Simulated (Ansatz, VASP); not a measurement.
**One calculation of Lu2Si3P, two programs**

```xyz
6
Lattice="5.3651 0.0000 0.0000 -2.6825 4.6463 0.0000 0.0000 0.0000 4.8190" Properties=species:S:1:pos:R:3 pbc="T T T"
Lu    2.6825    1.5488    0.0000
Lu    0.0000    3.0975    0.0000
Si   -1.3413    2.3231    2.4095
Si    1.3413    2.3231    2.4095
Si    2.6825    0.0000    2.4095
P     0.0000    0.0000    0.0000
```

Change from the starting cell: species swapped into the YSi2Rh3 type (P6/mmm, No. 191).

Alike in both runs: functional PBE; k mesh 3 × 3 × 4; occupations gaussian, width 0.1 eV; no spin polarisation.

Ansatz relaxed the structure, and its values are those at the end. VASP's run is a single point on that final structure, the one shown.

|  | VASP | Ansatz |
| --- | --- | --- |
| version | VASP 6.6.1 | Ansatz 0.2.0 |
| potentials or method | VASP PAW PBE potentials, release 64 (Lu, Si, P), cutoff 520 eV | scalar-relativistic, plane waves, PAW |
| valence electrons in the cell | 67 | 67 |

Ansatz gave:

* gap on the k mesh at the Fermi level (eV): none
* pressure (GPa): 0.0

Question: Which values does VASP return?

Answer: gap on the k mesh at the Fermi level (eV): none; pressure (GPa): 0.2.

A gap of «none» marks a metal or a gap that the smearing closes. With one functional, cell and mesh, what is left measures potentials, basis and numerics.

The k mesh is coarse, so the values compare programs but aren't converged. Spin-orbit coupling is off throughout.
